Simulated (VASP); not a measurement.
# Ti (P6_3/mmc) in VASP: notebook, part 2 of 2

VASP 6.6.1.

## 4. Single point, PBE

Contents of INCAR:

```
ALGO = Normal
EDIFF = 1E-6
ENCUT = 520
GGA = PE
ISIF = 2
ISMEAR = -1
LASPH = T
LCHARG = F
LREAL = F
LWAVE = F
NBANDS = 19
NELM = 100
PREC = Accurate
SIGMA = 0.1
```

Contents of KPOINTS:

```
k-points
0
Gamma
  18 18 10
```

Contents of POSCAR:

```
Ti
1.0
    2.9390756844      0.0000000000      0.0000000000
   -1.4695378422      2.5453142064      0.0000000000
    0.0000000000      0.0000000000      4.6559893251
Ti
2
Direct
    0.3333333333      0.6666666667      0.2500000000
    0.6666666667      0.3333333333      0.7500000000
```

Potentials or basis: VASP PAW PBE potentials, release 64 (Ti_sv).

On the command line:

```sh
> cat potpaw_PBE.64/Ti_sv/POTCAR > POTCAR
> mpirun -np 1 vasp_std > vasp.out
```

OUTCAR:

```text
EDIFF = 1E-6
   ENCUT = 520
   GGA = PE
   ISIF = 2
   ISMEAR = -1
   LASPH = T
   LREAL = F
   NELM = 100
   PREC = Accurate

 ion  position               nearest neighbor table
   1  0.333  0.667  0.250-   2 2.88   2 2.88   2 2.88   2 2.88   2 2.88   2 2.88
   2  0.667  0.333  0.750-   1 2.88   1 2.88   1 2.88   1 2.88   1 2.88   1 2.88

  LATTYP: Found a hexagonal cell.
 ALAT       =     2.9390756844
 C/A-ratio  =     1.5841678899

[... 715 lines left out ...]
     19      12.5143      0.00000

 [... further k-points ...]

------------------------ aborting loop because EDIFF is reached ----------------------------------------

  FORCE on cell =-STRESS in cart. coord.  units (eV):
  Direction    XX          YY          ZZ          XY          YZ          ZX
  --------------------------------------------------------------------------------------
  -------------------------------------------------------------------------------------
  Total       -0.0462738     -0.0462738     -0.0598855      0.0000000      0.0000000      0.0000000
  in kB       -2.1285384     -2.1285384     -2.7546587      0.0000000      0.0000000      0.0000000
  external PRESSURE =      -2.3372451 kB  Pullay stress =       0.0000000 kB

 VOLUME and BASIS-vectors are now :
 -----------------------------------------------------------------------------
  energy-cutoff  :      520.00
  volume of cell :       34.83
      direct lattice vectors                 reciprocal lattice vectors
     2.939075684  0.000000000  0.000000000     0.340243024  0.196439402  0.000000000
    -1.469537842  2.545314206  0.000000000     0.000000000  0.392878804  0.000000000
     0.000000000  0.000000000  4.655989325     0.000000000  0.000000000  0.214777125

 POSITION                                       TOTAL-FORCE (eV/Angst)
 -----------------------------------------------------------------------------------
     -0.00000      1.69688      1.16400         0.000000      0.000000      0.000000
      1.46954      0.84844      3.49199        -0.000000      0.000000      0.000000
 -----------------------------------------------------------------------------------
    total drift:                               -0.000000      0.000000     -0.000000

  FREE ENERGIE OF THE ION-ELECTRON SYSTEM (eV)
  ---------------------------------------------------
  free  energy   TOTEN  =       -15.7080543865 eV

  energy  without entropy=      -15.6308570314  energy(sigma->0) =      -15.66945571
```

OSZICAR:

```text
N       E                     dE             d eps       ncg     rms          rms(c)
DAV:   1     0.264144704736E+03    0.26414E+03   -0.13106E+04  8452   0.157E+03
DAV:   2     0.126556211606E+02   -0.25149E+03   -0.24750E+03  8661   0.440E+02
DAV:   3    -0.164782532276E+02   -0.29134E+02   -0.28769E+02 15740   0.124E+02
DAV:   4    -0.177284698187E+02   -0.12502E+01   -0.12483E+01  9762   0.265E+01
DAV:   5    -0.177888502620E+02   -0.60380E-01   -0.60373E-01 12528   0.414E+00    0.118E+01
DAV:   6    -0.157036405208E+02    0.20852E+01   -0.76156E+00  9767   0.276E+01    0.294E+00
DAV:   7    -0.156893005809E+02    0.14340E-01   -0.68515E-01 12684   0.602E+00    0.206E+00
DAV:   8    -0.157155890739E+02   -0.26288E-01   -0.19879E-01  9293   0.512E+00    0.704E-01
DAV:   9    -0.157076385107E+02    0.79506E-02   -0.44039E-02  9565   0.214E+00    0.683E-02
DAV:  10    -0.157080322950E+02   -0.39378E-03   -0.31714E-03 12189   0.334E-01    0.770E-02
DAV:  11    -0.157080662829E+02   -0.33988E-04   -0.11308E-04 10730   0.726E-02    0.386E-02
DAV:  12    -0.157080539845E+02    0.12298E-04   -0.36848E-05  9323   0.539E-02    0.330E-03
DAV:  13    -0.157080543865E+02   -0.40207E-06   -0.11069E-06  6270   0.930E-03
   1 F= -.15708054E+02 E0= -.15669456E+02  d E =-.771974E-01
```

stdout:

```text
POSCAR found type information on POSCAR Ti
 POSCAR found :  1 types and       2 ions
 scaLAPACK will be used
 LDA part: xc-table for (Slater+PW92), standard interpolation
 POSCAR, INCAR and KPOINTS ok, starting setup
 FFT: planning ... GRIDC
 FFT: planning ... GRID_SOFT
 FFT: planning ... GRID
 WAVECAR not read
 entering main loop
```

It took 3.7 min on 1 thread of AMD EPYC 7R13, shared host; peak memory 0.21 GiB.

What came out:

```
Free energy            : -15.7081 eV
Pressure               : -0.2 GPa
Band gap on the k mesh : zero (bands 12 and 13 overlap by 1.10 eV)
```

Levels at points of the mesh, in eV from the Fermi level:
| k point | band 10 | band 11 | band 12 | band 13 | band 14 | band 15 |
| --- | --- | --- | --- | --- | --- | --- |
| (0.00, 0.00, 0.00) | -2.66 | 0.78 | 0.79 | 0.79 | 0.91 | 1.29 |
| (0.50, 0.00, 0.00) | -2.13 | -1.81 | -0.61 | 0.51 | 0.65 | 1.20 |
| (0.00, 0.00, 0.50) | -4.33 | 0.11 | 0.11 | 0.70 | 0.70 | 0.70 |
| (0.50, 0.00, 0.50) | -2.51 | -0.79 | -0.79 | 1.34 | 1.34 | 1.75 |

## 5. Summary

```tsv
k mesh	smearing	gap on the mesh (eV)	pressure (GPa)
12 × 12 × 7	methfessel-paxton 1 eV	none	-0.4
13 × 13 × 7	fermi-dirac 0.1 eV	none	-0.2
18 × 18 × 10	fermi-dirac 0.1 eV	none	-0.2
```

Alike in all rows: task single point; level PBE; potentials or basis VASP PAW PBE potentials, release 64 (Ti_sv); no spin polarisation; cell as given; cutoff (eV) 520.

Caveats: so wide a smearing shifts energies and pressures (at least some runs).

Absolute energies hang on the potentials; compare differences alone.
